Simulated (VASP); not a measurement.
# Pd (P6_3/mmc) in VASP: further runs

The runs below take Pd through single point, with r2SCAN.

Everything below comes from runs of VASP 6.6.1. Logs are shortened: lines on timing, memory, paths and dates and some standing lists are left out, and cuts for length are marked.

## Step 1: The cell of the first run

It takes space group P6_3/mmc (No. 194, hexagonal). Conventional cell: a = 2.750 Å, b = 2.750 Å, c = 4.490 Å, α = 90.00°, β = 90.00°, γ = 120.00°. Pd (site symmetry -6m2) has 12 Pd at 2.75 Å within 3.6 Å.

This isn't the form of Pd at room conditions, which is fcc.

## Step 2: Single point, r2SCAN

Contents of POSCAR:

```
Pd
1.0
    2.7496501755      0.0000000000      0.0000000000
   -1.3748250878      2.3812669035      0.0000000000
    0.0000000000      0.0000000000      4.4901787366
Pd
2
Direct
    0.3333333333      0.6666666667      0.2500000000
    0.6666666667      0.3333333333      0.7500000000
```

Contents of INCAR.step1:

```
PREC = Accurate ; ENCUT = 550
ISMEAR = 0 ; SIGMA = 0.1
LREAL = False ; LASPH = True
NELM = 120 ; NBANDS = 17
GGA = PE ; ALGO = Normal
EDIFF = 1E-5 ; LWAVE = True
LCHARG = False ; GGA_COMPAT = False
```

Contents of INCAR.step2:

```
PREC = Accurate ; ENCUT = 550
EDIFF = 1E-6 ; ISMEAR = 0
SIGMA = 0.1 ; LREAL = False
LASPH = True ; NELM = 120
ALGO = Normal ; ISIF = 2
LWAVE = False ; LCHARG = True
METAGGA = R2SCAN ; LMIXTAU = True
LELF = True ; LVHAR = True
NBANDS = 17 ; ISTART = 1
GGA_COMPAT = False
```

Contents of KPOINTS:

```
regular mesh
0
Gamma
  9 9 4
```

Potentials or basis: VASP PAW PBE potentials, release 64 (Pd).

The run is started by

```bash
$ cat potpaw_PBE.64/Pd/POTCAR > POTCAR
$ cp INCAR.step1 INCAR
$ mpirun -np 1 vasp_std > vasp.out
$ cp INCAR.step2 INCAR
$ mpirun -np 1 vasp_std > vasp.out
```

OUTCAR:

```text
PREC = Accurate
   ENCUT = 550
   EDIFF = 1E-6
   ISMEAR = 0
   LREAL = False
   LASPH = True
   NELM = 120
   ISIF = 2
   METAGGA = R2SCAN
   ISTART = 1

 ion  position               nearest neighbor table
   1  0.333  0.667  0.250-   2 2.75   2 2.75   2 2.75   2 2.75   2 2.75   2 2.75
   2  0.667  0.333  0.750-   1 2.75   1 2.75   1 2.75   1 2.75   1 2.75   1 2.75

  LATTYP: Found a hexagonal cell.
 ALAT       =     2.7496501755
 C/A-ratio  =     1.6330000000

  Lattice vectors:

 A1 = (   2.7496501755,   0.0000000000,   0.0000000000)
 A2 = (  -1.3748250878,   2.3812669035,   0.0000000000)
 A3 = (   0.0000000000,   0.0000000000,   4.4901787366)

Analysis of symmetry for initial positions (statically):
=====================================================================
 Subroutine PRICEL returns:
 Original cell was already a primitive cell.

 Routine SETGRP: Setting up the symmetry group for a
 hexagonal supercell.

 Subroutine GETGRP returns: Found 24 space group operations
 (whereof 12 operations were pure point group operations)
 out of a pool of 24 trial point group operations.

The static configuration has the point symmetry D_3d.
 The point group associated with its full space group is D_6h.

Analysis of symmetry for dynamics (positions and initial velocities):
=====================================================================
 Subroutine PRICEL returns:
 Original cell was already a primitive cell.

 Routine SETGRP: Setting up the symmetry group for a
 hexagonal supercell.

 Subroutine GETGRP returns: Found 24 space group operations
 (whereof 12 operations were pure point group operations)
 out of a pool of 24 trial point group operations.

The dynamic configuration has the point symmetry D_3d.
 The point group associated with its full space group is D_6h.

 Subroutine INISYM returns: Found 24 space group operations
 (whereof 12 operations are pure point group operations),
 and found     1 'primitive' translations

----------------------------------------------------------------------------------------

                                     Primitive cell

  volume of cell :      29.4001

  direct lattice vectors                    reciprocal lattice vectors
     2.749650175  0.000000000  0.000000000     0.363682627  0.209972263  0.000000000
    -1.374825088  2.381266903  0.000000000     0.000000000  0.419944526  0.000000000
     0.000000000  0.000000000  4.490178737     0.000000000  0.000000000  0.222708284

  length of vectors
     2.749650175  2.749650176  4.490178737     0.419944526  0.419944526  0.222708284

  position of ions in fractional coordinates (direct lattice)
     0.333333333  0.666666667  0.250000000
     0.666666667  0.333333333  0.750000000

  ion indices of the primitive-cell ions
   primitive index   ion index
                 1           1
                 2           2

----------------------------------------------------------------------------------------

 KPOINTS: regular mesh

Automatic generation of k-mesh.
 Grid dimensions read from file:
 generate k-points for:    9    9    4

 Generating k-lattice:

  Cartesian coordinates                     Fractional coordinates (reciprocal lattice)
     0.040409181  0.023330251  0.000000000     0.111111111  0.000000000  0.000000000
     0.000000000  0.046660503  0.000000000     0.000000000  0.111111111  0.000000000
     0.000000000  0.000000000  0.055677071     0.000000000  0.000000000  0.250000000

  Length of vectors
     0.046660503  0.046660503  0.055677071

  Shift w.r.t. Gamma in fractional coordinates (k-lattice)
     0.000000000  0.000000000  0.000000000

 Subroutine IBZKPT returns following result:
 ===========================================

 Found     36 irreducible k-points:

 Following reciprocal coordinates:
            Coordinates               Weight
  0.000000  0.000000  0.000000      1.000000
  0.111111  0.000000  0.000000      6.000000
  0.222222  0.000000  0.000000      6.000000
  0.333333  0.000000  0.000000      6.000000
  0.444444  0.000000  0.000000      6.000000
  0.111111  0.111111  0.000000      6.000000
[... 16 lines left out ...]
  0.333333  0.222222  0.250000     24.000000
  0.333333  0.333333  0.250000      4.000000
 [... further k-points ...]
   k-points           NKPTS =     36   k-points in BZ     NKDIM =     36   number of bands    NBANDS=     17
   number of dos      NEDOS =    301   number of ions     NIONS =      2
   total plane-waves  NPLWV =  20736
   dimension x,y,z NGX =    24 NGY =   24 NGZ =   36
   dimension x,y,z NGXF=    48 NGYF=   48 NGZF=   72
   ions per type =               2
   NGX,Y,Z   is equivalent  to a cutoff of  14.51, 14.51, 13.33 a.u.
   NGXF,Y,Z  is equivalent  to a cutoff of  29.02, 29.02, 26.66 a.u.
 SYSTEM =  unknown system
   PREC   = accura    normal or accurate (medium, high low for compatibility)
   ISTART =      1    job   : 0-new  1-cont  2-samecut
   ICHARG =      0    charge: 1-file 2-atom 10-const
   ISPIN  =      1    spin polarized calculation?
   LNONCOLLINEAR =      F non collinear calculations
   LSORBIT =      F    spin-orbit coupling
   LASPH  =      T    aspherical Exc in radial PAW
   ENCUT  =  550.0 eV  40.42 Ry    6.36 a.u.   5.26  5.26  8.59*2*pi/ulx,y,z
   NELM   =    120;   NELMIN=  2; NELMDL=  0     # of ELM steps
   EDIFF  = 0.1E-05   stopping-criterion for ELM
   LREAL  =      F    real-space projection
[... 7 lines left out ...]
   TEBEG  =    0.0;   TEEND  =   0.0 temperature during run
   PSTRESS=    0.0 pullay stress
   NELECT =      20.0000    total number of electrons
   NUPDOWN=      -1.0000    fix difference up-down
   EMIN   =  10.00;   EMAX   =-10.00  energy-range for DOS
   EFERMI =   0.00;   METHOD = LEGACY
   ISMEAR =     0;   SIGMA  =   0.10  broadening in eV -4-tet -1-fermi 0-gaus
   EFERMI_NEDOS =   21; number of points for ismear=-14 and -15
   IALGO  =     38    algorithm
   IMIX   =      4    mixing-type and parameters
     AMIX     =   0.40;   BMIX     =  1.00
     AMIX_MAG =   1.60;   BMIX_MAG =  1.00
  volume/ion in A,a.u.               =      14.70        99.20
  Fermi-wavevector in a.u.,A,eV,Ry     =   1.439799  2.720825 28.205154  2.073020
  Thomas-Fermi vector in A             =   2.558614
   LORBIT       =      0    0 simple, 1 ext, 2 COOP (PROOUT), +10 PAW based schemes
   METAGGA = R2SCAN    functional components
   LHFCALC =     F    Hartree Fock is set to
   AEXX    =    0.0000 exact exchange contribution
   IVDW    =     0    specifies the selected vdW correction
   LEPSILON=     F    determine dielectric tensor
   LRPA    =     F    only Hartree local field effects (RPA)
 non-spin polarized calculation
 Gauss-broadening in eV      SIGMA  =   0.10
  energy-cutoff  :      550.00
  volume of cell :       29.40
 maximum number of plane-waves:       868
 NGX is ok and might be reduce to    24
   NGX = 11   NGY = 11   NGZ = 17

 number of electron      19.9999997 magnetization

 Free energy of the ion-electron system (eV)
  ---------------------------------------------------
  ext. energy  EPLUGINS =         0.00000000
  ---------------------------------------------------
  free energy    TOTEN  =       -45.80664101 eV

  energy without entropy =      -45.76785808  energy(sigma->0) =      -45.78724954

 E-fermi :   9.6661     XC(G=0): -14.1566

 val. band max:        9.6636189007   @ k =   0.2222   0.1111   0.2500
 cond. band min:       9.6720284463   @ k =   0.1111   0.1111   0.5000
 fundamental gap:      0.0084095456
 Fermi energy:         9.6661017166

 k-point     1 :       0.0000    0.0000    0.0000
  band No.  band energies     occupation
      1       2.4473      2.00000
      2       4.2144      2.00000
      3       6.7359      2.00000
      4       6.8346      2.00000
      5       6.8346      2.00000
      6       7.2298      2.00000
[... 9 lines left out ...]
     16      30.2343      0.00000
     17      32.8724      0.00000

 k-point     2 :       0.1111    0.0000    0.0000
  band No.  band energies     occupation
      1       2.8540      2.00000
      2       4.4861      2.00000
      3       6.4148      2.00000
      4       7.0505      2.00000
      5       7.1093      2.00000
      6       7.1934      2.00000
[... 9 lines left out ...]
     16      30.1062      0.00000
     17      30.6975      0.00000

 k-point     3 :       0.2222    0.0000    0.0000
  band No.  band energies     occupation
      1       3.8763      2.00000
      2       4.9066      2.00000
      3       6.1933      2.00000
      4       6.3470      2.00000
      5       6.8725      2.00000
      6       7.2617      2.00000
[... 9 lines left out ...]
     16      29.1392      0.00000
     17      29.7205      0.00000

 k-point     4 :       0.3333    0.0000    0.0000
  band No.  band energies     occupation
      1       4.5526      2.00000
      2       4.7960      2.00000
      3       5.3715      2.00000
      4       6.8448      2.00000
      5       6.9168      2.00000
      6       7.1042      2.00000
[... 9 lines left out ...]
     16      26.6652      0.00000
     17      27.8527      0.00000

 k-point     5 :       0.4444    0.0000    0.0000
  band No.  band energies     occupation
      1       4.3373      2.00000
      2       4.7988      2.00000
      3       4.8553      2.00000
      4       6.7153      2.00000
      5       7.1427      2.00000
      6       7.4432      2.00000
[... 9 lines left out ...]
     16      24.3289      0.00000
     17      24.6239      0.00000

 k-point     6 :       0.1111    0.1111    0.0000
  band No.  band energies     occupation
      1       3.5937      2.00000
      2       4.9063      2.00000
      3       6.0604      2.00000
      4       6.7448      2.00000
      5       6.9512      2.00000
      6       7.1816      2.00000
[... 9 lines left out ...]
     16      30.0268      0.00000
     17      30.5792      0.00000
[... 281 lines left out ...]
 k-point    21 :       0.4444    0.1111    0.2500
  band No.  band energies     occupation
      1       4.3784      2.00000
      2       4.7484      2.00000
      3       5.7651      2.00000
      4       5.7688      2.00000
      5       6.6657      2.00000
      6       7.9225      2.00000
[... 9 lines left out ...]
     16      25.8139      0.00000
     17      26.1797      0.00000

 k-point    22 :       0.2222    0.2222    0.2500
  band No.  band energies     occupation
      1       5.0561      2.00000
      2       5.2223      2.00000
      3       5.6494      2.00000
      4       6.0017      2.00000
      5       6.8897      2.00000
      6       7.0737      2.00000
[... 9 lines left out ...]
     16      25.3320      0.00000
     17      25.3335      0.00000

 k-point    23 :       0.3333    0.2222    0.2500
  band No.  band energies     occupation
      1       4.8424      2.00000
      2       5.4158      2.00000
      3       5.6498      2.00000
      4       5.9940      2.00000
      5       6.5176      2.00000
      6       7.3586      2.00000
[... 9 lines left out ...]
     16      24.2493      0.00000
     17      25.7636      0.00000

 k-point    24 :       0.3333    0.3333    0.2500
  band No.  band energies     occupation
      1       5.1981      2.00000
      2       5.5327      2.00000
      3       5.5327      2.00000
      4       6.1806      2.00000
      5       6.7334      2.00000
      6       6.7334      2.00000
[... 9 lines left out ...]
     16      21.1768      0.00000
     17      27.7271      0.00000

 [... further k-points ...]
[... 5 lines left out ...]
  --------------------------------------------------------------------------------------
  -------------------------------------------------------------------------------------
  Total        0.6616254      0.6616254      1.2358390     -0.0000000      0.0000000      0.0000000
  in kB       36.0556716     36.0556716     67.3477884     -0.0000000      0.0000000      0.0000000
  external PRESSURE =      46.4863772 kB  Pullay stress =       0.0000000 kB

 VOLUME and BASIS-vectors are now :
 -----------------------------------------------------------------------------
  energy-cutoff  :      550.00
  volume of cell :       29.40
      direct lattice vectors                 reciprocal lattice vectors
     2.749650175  0.000000000  0.000000000     0.363682627  0.209972263  0.000000000
    -1.374825088  2.381266903  0.000000000     0.000000000  0.419944526  0.000000000
     0.000000000  0.000000000  4.490178737     0.000000000  0.000000000  0.222708284

 POSITION                                       TOTAL-FORCE (eV/Angst)
 -----------------------------------------------------------------------------------
     -0.00000      1.58751      1.12254        -0.000000      0.000000      0.000000
      1.37483      0.79376      3.36763         0.000000     -0.000000      0.000000
 -----------------------------------------------------------------------------------
    total drift:                               -0.000000      0.000000     -0.000000

  FREE ENERGIE OF THE ION-ELECTRON SYSTEM (eV)
  ---------------------------------------------------
  free  energy   TOTEN  =       -45.8066410078 eV

  energy  without entropy=      -45.7678580783  energy(sigma->0) =      -45.78724954
```

Wall time 2.4 min (1 thread of Intel Xeon 8259CL, shared host); peak memory 0.14 GiB.

What came out:

```yaml
Free_energy: -45.8066 eV
Pressure: 4.6 GPa
Band_gap_on_the_k_mesh: zero (bands 10 and 11 overlap by 0.86 eV)
```

Levels at points of the mesh, in eV from the Fermi level:
| k point | band 7 | band 8 | band 9 | band 10 | band 11 | band 12 | band 13 | band 14 |
| --- | --- | --- | --- | --- | --- | --- | --- | --- |
| (0.00, 0.00, 0.00) | -2.44 | -1.88 | -1.88 | -0.28 | -0.28 | 1.28 | 7.72 | 17.91 |
| (0.00, 0.00, 0.50) | -2.86 | -2.86 | -0.76 | -0.76 | -0.76 | -0.76 | 15.24 | 15.24 |

Caveat: the cell stands under pressure; the PAW data sets were made with another functional, which shifts forces and pressure a little.

## Step 3: Single point, r2SCAN

This run uses another cell than the first one, of 15.03 Å³/atom.

Contents of POSCAR:

```
Pd
1.0
    2.7410063569      0.0000000000      0.0000000000
   -1.3705031785      2.3737811370      0.0000000000
    0.0000000000      0.0000000000      4.6200437655
Pd
2
Direct
    0.3333333333      0.6666666667      0.2500000000
    0.6666666667      0.3333333333      0.7500000000
```

Contents of INCAR.step1:

```
PREC = Accurate
ENCUT = 550
ISMEAR = 0
SIGMA = 0.1
LREAL = False
LASPH = True
NELM = 120
NBANDS = 17
GGA = PE
ALGO = Normal
EDIFF = 1E-5
LWAVE = True
LCHARG = False
GGA_COMPAT = False
```

Contents of INCAR.step2:

```
PREC = Accurate
ENCUT = 550
EDIFF = 1E-6
ISMEAR = 0
SIGMA = 0.1
LREAL = False
LASPH = True
NELM = 120
ALGO = Normal
ISIF = 2
LWAVE = False
LCHARG = False
METAGGA = R2SCAN
LMIXTAU = True
NBANDS = 17
ISTART = 1
GGA_COMPAT = False
```

Contents of KPOINTS:

```
regular mesh
0
Gamma
  18 18 10
```

Potentials or basis: VASP PAW PBE potentials, release 64 (Pd).

The run is started by

```bash
$ cat potpaw_PBE.64/Pd/POTCAR > POTCAR
$ cp INCAR.step1 INCAR
$ mpirun -np 1 vasp_std > vasp.out
$ cp INCAR.step2 INCAR
$ mpirun -np 1 vasp_std > vasp.out
```

Run time: 16 min. Hardware: 1 thread of Intel Xeon 8259CL, shared host; peak memory 0.21 GiB.

It converged, with:

| Item | Value |
| --- | --- |
| Free energy | -45.8351 eV |
| Pressure | 0.2 GPa |
| Band gap on the k mesh | zero (bands 10 and 11 overlap by 0.96 eV) |

Levels at points of the mesh, in eV from the Fermi level:
| k point | band 7 | band 8 | band 9 | band 10 | band 11 | band 12 | band 13 | band 14 |
| --- | --- | --- | --- | --- | --- | --- | --- | --- |
| (0.00, 0.00, 0.00) | -2.42 | -1.64 | -1.64 | -0.26 | -0.26 | 1.06 | 7.07 | 18.09 |
| (0.50, 0.00, 0.00) | -1.65 | -0.03 | 0.05 | 0.23 | 2.85 | 4.85 | 10.10 | 10.35 |
| (0.00, 0.00, 0.50) | -2.79 | -2.79 | -0.72 | -0.72 | -0.72 | -0.72 | 14.37 | 14.37 |
| (0.50, 0.00, 0.50) | -0.44 | -0.44 | 0.16 | 0.16 | 2.95 | 2.95 | 8.62 | 8.62 |

Caveat: the PAW data sets were made with another functional, which shifts forces and pressure a little.
